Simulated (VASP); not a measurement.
# La3N (Im-3m) in VASP: notebook

The runs below take La3N through single point, with PBE.

All numbers are computed with VASP 6.6.1; they aren't measurements. Logs are shortened: lines on timing, memory, paths and dates and some standing lists are left out, and cuts for length are marked.

## (1) The cell of the first run

The structure is cubic, space group Im-3m (No. 229). The conventional cell has a = 5.822 Å, b = 5.822 Å, c = 5.822 Å, α = 90.00°, β = 90.00°, γ = 90.00°. Within 3.8 Å of La (site symmetry 4/mmm) lie 4 La at 2.91 Å and 2 N at 2.91 Å. N (site symmetry m-3m) has 6 La at 2.91 Å within 3.8 Å.

The cell was built from a structure type or drawn by symmetry, and may not be a known phase.

## (2) Single point, PBE

The input, INCAR:

```
SYSTEM = La3N
PREC = Accurate ; ENCUT = 520
EDIFF = 1E-6 ; ISMEAR = 0
SIGMA = 0.1 ; LREAL = .False.
LASPH = .True. ; NELM = 60
ALGO = Normal ; ISIF = 2
LWAVE = .False. ; LCHARG = .True.
GGA = PE ; LELF = .True.
LVHAR = .True. ; NBANDS = 27
```

The input, KPOINTS:

```
regular mesh
0
Gamma
  4 4 4
  0 0 0
```

The input, POSCAR:

```
La3N
1.0
   -2.9112353312      2.9112353312      2.9112353312
    2.9112353312     -2.9112353312      2.9112353312
    2.9112353312      2.9112353312     -2.9112353312
La N
3 1
Direct
    0.0000000000      0.5000000000      0.5000000000
    0.5000000000      0.0000000000      0.5000000000
    0.5000000000      0.5000000000      0.0000000000
    0.0000000000      0.0000000000      0.0000000000
```

Potentials or basis: VASP PAW PBE potentials, release 64 (La, N).

Run with:

```bash
$ cat potpaw_PBE.64/La/POTCAR potpaw_PBE.64/N/POTCAR > POTCAR
$ mpirun -np 1 vasp_std > vasp.out
```

OUTCAR:

```text
SYSTEM = La3N
   PREC = Accurate
   ENCUT = 520
   EDIFF = 1E-6
   ISMEAR = 0
   LREAL = .False.
   LASPH = .True.
   NELM = 60
   ISIF = 2
   GGA = PE

 ion  position               nearest neighbor table
   1  0.000  0.500  0.500-   2 2.91   3 2.91   3 2.91   2 2.91
   2  0.500  0.000  0.500-   1 2.91   3 2.91   3 2.91   1 2.91
   3  0.500  0.500  0.000-   1 2.91   2 2.91   2 2.91   1 2.91
   4  0.000  0.000  0.000-

  LATTYP: Found a body centered cubic cell.
 ALAT       =     5.8224706624

  Lattice vectors:

 A1 = (  -2.9112353312,   2.9112353312,   2.9112353312)
 A2 = (   2.9112353312,  -2.9112353312,   2.9112353312)
 A3 = (   2.9112353312,   2.9112353312,  -2.9112353312)

Analysis of symmetry for initial positions (statically):
=====================================================================
 Subroutine PRICEL returns:
 Original cell was already a primitive cell.

 Routine SETGRP: Setting up the symmetry group for a
 body centered cubic supercell.

 Subroutine GETGRP returns: Found 48 space group operations
 (whereof 48 operations were pure point group operations)
 out of a pool of 48 trial point group operations.

The static configuration has the point symmetry O_h .

Analysis of symmetry for dynamics (positions and initial velocities):
=====================================================================
 Subroutine PRICEL returns:
 Original cell was already a primitive cell.

 Routine SETGRP: Setting up the symmetry group for a
 body centered cubic supercell.

 Subroutine GETGRP returns: Found 48 space group operations
 (whereof 48 operations were pure point group operations)
 out of a pool of 48 trial point group operations.

The dynamic configuration has the point symmetry O_h .

 Subroutine INISYM returns: Found 48 space group operations
 (whereof 48 operations are pure point group operations),
 and found     1 'primitive' translations

----------------------------------------------------------------------------------------

                                     Primitive cell

  volume of cell :      98.6943

  direct lattice vectors                    reciprocal lattice vectors
    -2.911235331  2.911235331  2.911235331     0.000000000  0.171748397  0.171748397
     2.911235331 -2.911235331  2.911235331     0.171748397  0.000000000  0.171748397
     2.911235331  2.911235331 -2.911235331     0.171748397  0.171748397  0.000000000

  length of vectors
     5.042407506  5.042407506  5.042407506     0.242888912  0.242888912  0.242888912

  position of ions in fractional coordinates (direct lattice)
     0.000000000  0.500000000  0.500000000
     0.500000000  0.000000000  0.500000000
     0.500000000  0.500000000  0.000000000
     0.000000000  0.000000000  0.000000000

  ion indices of the primitive-cell ions
   primitive index   ion index
                 1           1
                 2           2
                 3           3
                 4           4

----------------------------------------------------------------------------------------

 KPOINTS: regular mesh

Automatic generation of k-mesh.
 Grid dimensions read from file:
 generate k-points for:    4    4    4

 Generating k-lattice:

  Cartesian coordinates                     Fractional coordinates (reciprocal lattice)
     0.000000000  0.042937099  0.042937099     0.250000000  0.000000000  0.000000000
     0.042937099  0.000000000  0.042937099     0.000000000  0.250000000  0.000000000
     0.042937099  0.042937099  0.000000000     0.000000000  0.000000000  0.250000000

  Length of vectors
     0.060722228  0.060722228  0.060722228

  Shift w.r.t. Gamma in fractional coordinates (k-lattice)
     0.000000000  0.000000000  0.000000000

 Subroutine IBZKPT returns following result:
 ===========================================

 Found      8 irreducible k-points:

 Following reciprocal coordinates:
            Coordinates               Weight
  0.000000  0.000000  0.000000      1.000000
  0.250000  0.000000  0.000000     12.000000
  0.500000  0.000000  0.000000      6.000000
  0.250000  0.250000  0.000000     24.000000
  0.250000  0.250000  0.250000      2.000000
 -0.250000  0.250000  0.250000      6.000000
  0.500000  0.500000  0.250000     12.000000
  0.500000  0.500000  0.500000      1.000000
   k-points           NKPTS =      8   k-points in BZ     NKDIM =      8   number of bands    NBANDS=     27
   number of dos      NEDOS =    301   number of ions     NIONS =      4
   total plane-waves  NPLWV =  64000
   dimension x,y,z NGX =    40 NGY =   40 NGZ =   40
   dimension x,y,z NGXF=    80 NGYF=   80 NGZF=   80
   ions per type =               3   1
   NGX,Y,Z   is equivalent  to a cutoff of  13.19, 13.19, 13.19 a.u.
   NGXF,Y,Z  is equivalent  to a cutoff of  26.38, 26.38, 26.38 a.u.
 SYSTEM =  La3N
   PREC   = accura    normal or accurate (medium, high low for compatibility)
   ISTART =      0    job   : 0-new  1-cont  2-samecut
   ICHARG =      2    charge: 1-file 2-atom 10-const
   ISPIN  =      1    spin polarized calculation?
   LNONCOLLINEAR =      F non collinear calculations
   LSORBIT =      F    spin-orbit coupling
   LASPH  =      T    aspherical Exc in radial PAW
   ENCUT  =  520.0 eV  38.22 Ry    6.18 a.u.   9.38  9.38  9.38*2*pi/ulx,y,z
   NELM   =     60;   NELMIN=  2; NELMDL= -5     # of ELM steps
   EDIFF  = 0.1E-05   stopping-criterion for ELM
   LREAL  =      F    real-space projection
[... 7 lines left out ...]
   TEBEG  =    0.0;   TEEND  =   0.0 temperature during run
   PSTRESS=    0.0 pullay stress
   NELECT =      38.0000    total number of electrons
   NUPDOWN=      -1.0000    fix difference up-down
   EMIN   =  10.00;   EMAX   =-10.00  energy-range for DOS
   EFERMI =   0.00;   METHOD = LEGACY
   ISMEAR =     0;   SIGMA  =   0.10  broadening in eV -4-tet -1-fermi 0-gaus
   EFERMI_NEDOS =   21; number of points for ismear=-14 and -15
   IALGO  =     38    algorithm
   IMIX   =      4    mixing-type and parameters
     AMIX     =   0.40;   BMIX     =  1.00
     AMIX_MAG =   1.60;   BMIX_MAG =  1.00
  volume/ion in A,a.u.               =      24.67       166.51
  Fermi-wavevector in a.u.,A,eV,Ry     =   1.190983  2.250631 19.299039  1.418439
  Thomas-Fermi vector in A             =   2.327055
   LORBIT       =      0    0 simple, 1 ext, 2 COOP (PROOUT), +10 PAW based schemes
   GGA     = PE    functional components
   LHFCALC =     F    Hartree Fock is set to
   AEXX    =    0.0000 exact exchange contribution
   IVDW    =     0    specifies the selected vdW correction
   LEPSILON=     F    determine dielectric tensor
   LRPA    =     F    only Hartree local field effects (RPA)
 non-spin polarized calculation
 Gauss-broadening in eV      SIGMA  =   0.10
  energy-cutoff  :      520.00
  volume of cell :       98.69
 maximum number of plane-waves:      2718
 NGX is ok and might be reduce to    40
   NGX = 19   NGY = 19   NGZ = 19

 number of electron      37.9999995 magnetization

 Free energy of the ion-electron system (eV)
  ---------------------------------------------------
  ext. energy  EPLUGINS =         0.00000000
  ---------------------------------------------------
  free energy    TOTEN  =       -20.45899301 eV

  energy without entropy =      -20.42014172  energy(sigma->0) =      -20.43956737

 E-fermi :   9.0508     XC(G=0): -10.4172

 val. band max:        9.0249963153   @ k =   0.2500   0.2500   0.2500
 cond. band min:       9.0811646586   @ k =   0.5000   0.5000   0.2500
 fundamental gap:      0.0561683433
 Fermi energy:         9.0507588143

 k-point     1 :       0.0000    0.0000    0.0000
  band No.  band energies     occupation
      1     -24.1078      2.00000
      2     -22.8490      2.00000
      3     -22.8490      2.00000
      4      -9.3721      2.00000
      5      -9.3721      2.00000
      6      -9.3721      2.00000
[... 19 lines left out ...]
     26      11.0903      0.00000
     27      11.0903      0.00000

 k-point     2 :       0.2500    0.0000    0.0000
  band No.  band energies     occupation
      1     -23.9592      2.00000
      2     -23.0317      2.00000
      3     -22.8678      2.00000
      4      -9.3969      2.00000
      5      -8.8542      2.00000
      6      -8.8537      2.00000
[... 19 lines left out ...]
     26      10.8542      0.00000
     27      10.8950      0.00000

 k-point     3 :       0.5000    0.0000    0.0000
  band No.  band energies     occupation
      1     -23.7027      2.00000
      2     -23.3218      2.00000
      3     -22.8863      2.00000
      4      -9.4215      2.00000
      5      -7.6994      2.00000
      6      -7.5942      2.00000
[... 19 lines left out ...]
     26      10.8887      0.00000
     27      11.3310      0.00000

 k-point     4 :       0.2500    0.2500    0.0000
  band No.  band energies     occupation
      1     -23.7113      2.00000
      2     -23.3022      2.00000
      3     -22.8977      2.00000
      4      -8.9040      2.00000
      5      -8.8982      2.00000
      6      -7.6718      2.00000
[... 19 lines left out ...]
     26      10.7992      0.00000
     27      10.9828      0.00000

 k-point     5 :       0.2500    0.2500    0.2500
  band No.  band energies     occupation
      1     -23.3214      2.00000
      2     -23.3214      2.00000
      3     -23.3214      2.00000
      4      -7.4937      2.00000
      5      -7.4923      2.00000
      6      -7.4923      2.00000
[... 19 lines left out ...]
     26      11.1370      0.00000
     27      11.1984      0.00000

 k-point     6 :      -0.2500    0.2500    0.2500
  band No.  band energies     occupation
      1     -23.8645      2.00000
      2     -23.2829      2.00000
      3     -22.7099      2.00000
      4      -9.4482      2.00000
      5      -9.4482      2.00000
      6      -7.7659      2.00000
[... 19 lines left out ...]
     26      10.8579      0.00000
     27      10.8691      0.00000

 k-point     7 :       0.5000    0.5000    0.2500
  band No.  band energies     occupation
      1     -23.6830      2.00000
      2     -23.5328      2.00000
      3     -22.6408      2.00000
      4      -9.4975      2.00000
      5      -9.0064      2.00000
      6      -9.0048      2.00000
[... 19 lines left out ...]
     26      10.5901      0.00000
     27      10.9894      0.00000

 k-point     8 :       0.5000    0.5000    0.5000
  band No.  band energies     occupation
      1     -23.6632      2.00000
      2     -23.6632      2.00000
      3     -22.4751      2.00000
      4      -9.5685      2.00000
      5      -9.5685      2.00000
      6      -9.5685      2.00000
[... 19 lines left out ...]
     26      10.6368      0.00000
     27      10.8190      0.00000

------------------------ aborting loop because EDIFF is reached ----------------------------------------

  FORCE on cell =-STRESS in cart. coord.  units (eV):
  Direction    XX          YY          ZZ          XY          YZ          ZX
  --------------------------------------------------------------------------------------
  -------------------------------------------------------------------------------------
  Total       -0.0738657     -0.0738657     -0.0738657     -0.0000000     -0.0000000     -0.0000000
  in kB       -1.1991162     -1.1991162     -1.1991162     -0.0000000     -0.0000000     -0.0000000
  external PRESSURE =      -1.1991162 kB  Pullay stress =       0.0000000 kB

 VOLUME and BASIS-vectors are now :
 -----------------------------------------------------------------------------
  energy-cutoff  :      520.00
  volume of cell :       98.69
      direct lattice vectors                 reciprocal lattice vectors
    -2.911235331  2.911235331  2.911235331     0.000000000  0.171748397  0.171748397
     2.911235331 -2.911235331  2.911235331     0.171748397  0.000000000  0.171748397
     2.911235331  2.911235331 -2.911235331     0.171748397  0.171748397  0.000000000

 POSITION                                       TOTAL-FORCE (eV/Angst)
 -----------------------------------------------------------------------------------
      2.91124      0.00000      0.00000         0.000000     -0.000000      0.000000
      0.00000      2.91124      0.00000        -0.000000     -0.000000     -0.000000
      0.00000      0.00000      2.91124         0.000000      0.000000      0.000000
      0.00000      0.00000      0.00000        -0.000000      0.000000     -0.000000
 -----------------------------------------------------------------------------------
    total drift:                               -0.000000     -0.000000      0.000000

  FREE ENERGIE OF THE ION-ELECTRON SYSTEM (eV)
  ---------------------------------------------------
  free  energy   TOTEN  =       -20.4589930138 eV

  energy  without entropy=      -20.4201417180  energy(sigma->0) =      -20.43956737
```

It took 26 s on 1 thread of AMD EPYC 9R45 (Zen 5), shared host; peak memory 0.21 GiB.

Results:

- Free energy: -20.4590 eV
- Pressure: -0.1 GPa
- Band gap on the k mesh: zero (bands 19 and 20 overlap by 1.65 eV)

Caveat: the k points lie up to 0.38 Å⁻¹ apart, too coarse for converged energies and pressures of a metal; spin-orbit coupling is left out, which moves the levels of the heavy elements.

## (3) Single point, PBE

This run uses another cell than the first one, of 28.66 Å³/atom.

The input, INCAR:

```
SYSTEM = La3N
PREC = Accurate ; ENCUT = 520
EDIFF = 1E-6 ; ISMEAR = 0
SIGMA = 0.1 ; LREAL = .FALSE.
LASPH = .TRUE. ; NELM = 60
ALGO = Normal ; ISIF = 2
LWAVE = .FALSE. ; LCHARG = .FALSE.
GGA = PE ; NBANDS = 27
```

The input, KPOINTS:

```
regular mesh
0
G
  4 4 4
  0 0 0
```

The input, POSCAR:

```
La3N
1.0
   -3.0604313600      3.0604313600      3.0604313600
    3.0604313600     -3.0604313600      3.0604313600
    3.0604313600      3.0604313600     -3.0604313600
La N
3 1
Direct
    0.0000000000      0.5000000000      0.5000000000
    0.5000000000      0.0000000000      0.5000000000
    0.5000000000      0.5000000000      0.0000000000
    0.0000000000      0.0000000000      0.0000000000
```

Potentials or basis: VASP PAW PBE potentials, release 64 (La, N).

Run with:

```bash
$ cat potpaw_PBE.64/La/POTCAR potpaw_PBE.64/N/POTCAR > POTCAR
$ mpirun -np 1 vasp_std > vasp.out
```

OUTCAR:

```text
SYSTEM = La3N
   PREC = Accurate
   ENCUT = 520
   EDIFF = 1E-6
   ISMEAR = 0
   LREAL = .FALSE.
   LASPH = .TRUE.
   NELM = 60
   ISIF = 2
   GGA = PE

 ion  position               nearest neighbor table
   1  0.000  0.500  0.500-   2 3.06   3 3.06   3 3.06   2 3.06
   2  0.500  0.000  0.500-   1 3.06   3 3.06   3 3.06   1 3.06
   3  0.500  0.500  0.000-   1 3.06   2 3.06   2 3.06   1 3.06
   4  0.000  0.000  0.000-

  LATTYP: Found a body centered cubic cell.
 ALAT       =     6.1208627200

  Lattice vectors:
[... 416 lines left out ...]
  Direction    XX          YY          ZZ          XY          YZ          ZX
  --------------------------------------------------------------------------------------
  -------------------------------------------------------------------------------------
  Total       -4.3858706     -4.3858706     -4.3858706     -0.0000000     -0.0000000      0.0000000
  in kB      -61.2856039    -61.2856039    -61.2856039     -0.0000000     -0.0000000      0.0000000
  external PRESSURE =     -61.2856039 kB  Pullay stress =       0.0000000 kB

 VOLUME and BASIS-vectors are now :
 -----------------------------------------------------------------------------
  energy-cutoff  :      520.00
  volume of cell :      114.66
      direct lattice vectors                 reciprocal lattice vectors
    -3.060431360  3.060431360  3.060431360     0.000000000  0.163375662  0.163375662
     3.060431360 -3.060431360  3.060431360     0.163375662  0.000000000  0.163375662
     3.060431360  3.060431360 -3.060431360     0.163375662  0.163375662  0.000000000

 POSITION                                       TOTAL-FORCE (eV/Angst)
 -----------------------------------------------------------------------------------
      3.06043      0.00000      0.00000        -0.000000     -0.000000      0.000000
      0.00000      3.06043      0.00000         0.000000      0.000000     -0.000000
      0.00000      0.00000      3.06043         0.000000     -0.000000     -0.000000
      0.00000      0.00000      0.00000         0.000000      0.000000     -0.000000
 -----------------------------------------------------------------------------------
    total drift:                               -0.000000     -0.000000      0.000000

  FREE ENERGIE OF THE ION-ELECTRON SYSTEM (eV)
  ---------------------------------------------------
  free  energy   TOTEN  =       -20.0883694851 eV

  energy  without entropy=      -20.0405123077  energy(sigma->0) =      -20.06444090
```

stdout:

```text
POSCAR found type information on POSCAR LaN
 POSCAR found :  2 types and       4 ions
 scaLAPACK will be used
 LDA part: xc-table for (Slater+PW92), standard interpolation
 POSCAR, INCAR and KPOINTS ok, starting setup
 FFT: planning ... GRIDC
 FFT: planning ... GRID_SOFT
 FFT: planning ... GRID
 WAVECAR not read
 entering main loop
```

Wall time 27 s (1 thread of AMD EPYC 9R45 (Zen 5), shared host); peak memory 0.21 GiB.

Results:

* Free energy: -20.0884 eV
* Pressure: -6.1 GPa
* Band gap on the k mesh: zero (bands 19 and 20 overlap by 1.56 eV)

Caveat: the k points lie up to 0.36 Å⁻¹ apart, too coarse for converged energies and pressures of a metal; spin-orbit coupling is left out, which moves the levels of the heavy elements.
